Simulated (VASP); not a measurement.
## BN: single point with PBE

Crystal: BN.

```
B N
1.0
     2.47487    0.00000    0.00000
    -1.23744    2.14330    0.00000
     0.00000    0.00000    4.09577
B N
2 2
Direct
  0.33333 0.66667 0.31304
  0.66667 0.33333 0.81304
  0.66667 0.33333 0.18696
  0.33333 0.66667 0.68696
```

This cell differs from its parent crystal: volume scaled by 0.91, then relaxed in part.

- Program: VASP 6.6.1
- Task: single point
- Functional: PBE
- Potentials or basis: VASP PAW PBE potentials, release 64 (B, N)
- Cutoff: 520 eV
- k mesh: 12 × 12 × 6
- Occupations: gaussian, width 0.02 eV
- Spin: no spin polarisation

```yaml
Pressure: 42.2 GPa
Band_gap_on_the_k_mesh: 4.99 eV, indirect (least direct gap 8.66 eV)
```

Levels at points of the mesh, in eV from the valence-band top:
| k point | band 4 | band 5 | band 6 | band 7 | band 8 | band 9 | band 10 | band 11 | band 12 | band 13 |
| --- | --- | --- | --- | --- | --- | --- | --- | --- | --- | --- |
| (0.00, 0.00, 0.00) | -2.32 | -2.32 | -0.35 | 0.00 | 0.00 | 8.70 | 8.70 | 9.07 | 10.59 | 12.10 |
| (0.50, 0.00, 0.00) | -8.32 | -7.43 | -5.43 | -4.88 | -2.29 | 7.01 | 8.20 | 11.01 | 12.22 | 13.98 |
| (0.00, 0.00, 0.50) | -6.12 | -1.29 | -1.29 | -1.29 | -1.29 | 10.28 | 10.28 | 10.37 | 10.37 | 10.37 |
| (0.50, 0.00, 0.50) | -10.76 | -4.11 | -4.11 | -3.89 | -3.89 | 6.88 | 6.88 | 10.61 | 10.61 | 15.10 |

It took 24 s on 1 thread of Intel(R) Xeon(R) Platinum 8488C (Sapphire Rapids), on a shared host, peak memory 0.14 GiB.

 A k mesh can miss the band edges.
